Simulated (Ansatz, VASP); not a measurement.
## BP in VASP and in Ansatz

```
CELL_PARAMETERS angstrom
0.00000 2.17824 2.26900
2.17824 0.00000 2.26900
2.17824 2.17824 0.00000
ATOMIC_POSITIONS crystal
B 0.00000 0.00000 0.00000
P 0.75000 0.75000 0.75000
```

Change from the starting cell: x and y stretched by -4 %, z held.

Alike in both runs: task single point; functional PBE; k mesh 12 × 12 × 12; occupations fermi-dirac, width 0.08 eV; no spin polarisation.

|  | VASP | Ansatz |
| --- | --- | --- |
| version | VASP 6.6.1 | Ansatz 0.2.0 |
| potentials or method | VASP PAW PBE potentials, release 64 (B, P), cutoff 520 eV | all-electron LAPW, scalar-relativistic |

|  | VASP | Ansatz | Ansatz less VASP |
| --- | --- | --- | --- |
| pressure (GPa) | 16.6 | 16.8 | +0.26 |
| traceless stress, the component that is largest in VASP (GPa) | -8.22 | -8.21 | +0.007 |

Ansatz ran all-electron here, and VASP with PAW potentials.
